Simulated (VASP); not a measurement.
Runs of VASP 6.6.1 on ZnSiP2. The structure is that of space group I-42d (No. 122), or close to it. The cells are those of the table. 

```csv
level,cell,k mesh,cutoff (eV),smearing,gap on the mesh (eV),pressure (GPa),largest force (eV/Å)
r2SCAN,"a = 6.469 Å, angles 130.9, 130.9, 72.0°, 8 atoms",6 × 6 × 6,550,fermi-dirac 0.02 eV,1.57,-0.2,0.04
PBE,"a = 6.515 Å, angles 130.9, 130.9, 72.0°, 8 atoms",6 × 6 × 6,500,fermi-dirac 0.02 eV,(a),0.0,0.03
r2SCAN,"a = 6.469 Å, angles 130.9, 130.9, 72.0°, 8 atoms",6 × 6 × 6,550,gaussian 0.01 eV,1.57,-0.2,0.04
PBE,"a = 6.469 Å, angles 130.9, 130.9, 72.0°, 8 atoms",4 × 4 × 4,500,gaussian 0.01 eV,1.31,2.0,0.02
PBE,"a = 6.469 Å, angles 130.9, 130.9, 72.0°, 8 atoms",6 × 6 × 6,500,fermi-dirac 0.02 eV,1.32,2.0,0.01
```

Alike in all rows: task single point; potentials or basis VASP PAW PBE potentials, release 64 (Zn, P, Si); no spin polarisation.

Estimate the missing entries.

(a) 1.36.

Caveats: the PAW data sets were made with another functional, which shifts forces and pressure a little (at least some runs).

A k mesh can miss the band edges.
